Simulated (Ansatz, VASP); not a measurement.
One calculation of MoW3, two programs

```
Mo W
1.0
     2.76785    0.00000    0.00000
    -1.38393    2.39703    0.00000
     0.00000    0.00000    9.90504
Mo W
1 3
Cartesian
  1.3839 0.7990 0.0000
  1.3839 0.7990 4.9525
  0.0000 1.5980 2.4709
  0.0000 1.5980 7.4341
```

Change from the starting cell: species swapped into the Tc3Os type (P-6m2, No. 187).

Alike in both runs: functional PBE; k mesh 8 × 8 × 3; occupations gaussian, width 0.2 eV; no spin polarisation.

Ansatz relaxed the structure, and its values are those at the end. VASP's run is a single point on that final structure, the one shown.

|  | VASP | Ansatz |
| --- | --- | --- |
| version | VASP 6.6.1 | Ansatz 0.2.0 |
| potentials or method | VASP PAW PBE potentials, release 64 (Mo_sv, W_sv), cutoff 500 eV | scalar-relativistic, plane waves, PAW |
| valence electrons in the cell | 56 | 56 |

|  | VASP | Ansatz | Ansatz less VASP |
| --- | --- | --- | --- |
| gap on the k mesh at the Fermi level (eV) | none | none | - |
| pressure (GPa) | 0.5 | 0.0 | -0.48 |

A gap of «none» marks a metal or a gap that the smearing closes. With one functional, cell and mesh, what is left measures potentials, basis and numerics.

Neither program's run includes spin-orbit coupling.
